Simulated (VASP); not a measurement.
Write the native input for VASP 6.6.1 that does the following.

```yaml
Task: single point
Functional: PBEsol
Potentials_or_basis: VASP PAW PBE potentials, release 64 (Hf_pv)
Cutoff: 520 eV
k_mesh: 14 × 14 × 14
Occupations: gaussian, width 0.1 eV
Spin: no spin polarisation
Dipole_correction: no
Further_INCAR_settings: ALGO = Normal; EDIFF = 1e-06; NBANDS = 11
```

The structure of Hf lies in POSCAR:

```
Hf
1.0
   -0.0222000000      2.2480608000      2.2404018000
    2.2480608000     -0.0222000000      2.2404018000
    2.2258608000      2.2258608000      0.0000000000
Hf
1
Direct
    0.0000000000      0.0000000000      0.0000000000
```

This cell differs from its parent crystal: strained.

The input as run:

INCAR

```
SYSTEM = Hf
PREC = Accurate ; ENCUT = 520
EDIFF = 1E-6 ; ISMEAR = 0
SIGMA = 0.1 ; LREAL = .False.
LASPH = .True. ; NELM = 80
ALGO = Normal ; ISIF = 2
LWAVE = .False. ; LCHARG = .False.
GGA = PS ; NBANDS = 11
```

KPOINTS

```
Automatic mesh
0
Gamma
  14 14 14
  0 0 0
```

Potentials or basis: VASP PAW PBE potentials, release 64 (Hf_pv).

The run is started by

```sh
$ cat potpaw_PBE.64/Hf_pv/POTCAR > POTCAR
$ mpirun -np 1 vasp_std > vasp.out
```

Results of the run:

- Pressure: -5.2 GPa
- Band gap on the k mesh: zero (band 5 reaches 5.78 eV, above the bottom of band 6 at 3.86 eV)

Caveat: the cell differs from its parent crystal (strained); the PAW data sets were made with another functional, which shifts forces and pressure a little; spin-orbit coupling is left out, which moves the levels of the heavy elements.

It took 20 s on 1 thread of Intel(R) Xeon(R) 6975P-C (Granite Rapids) (shared host), peak memory 0.22 GiB.
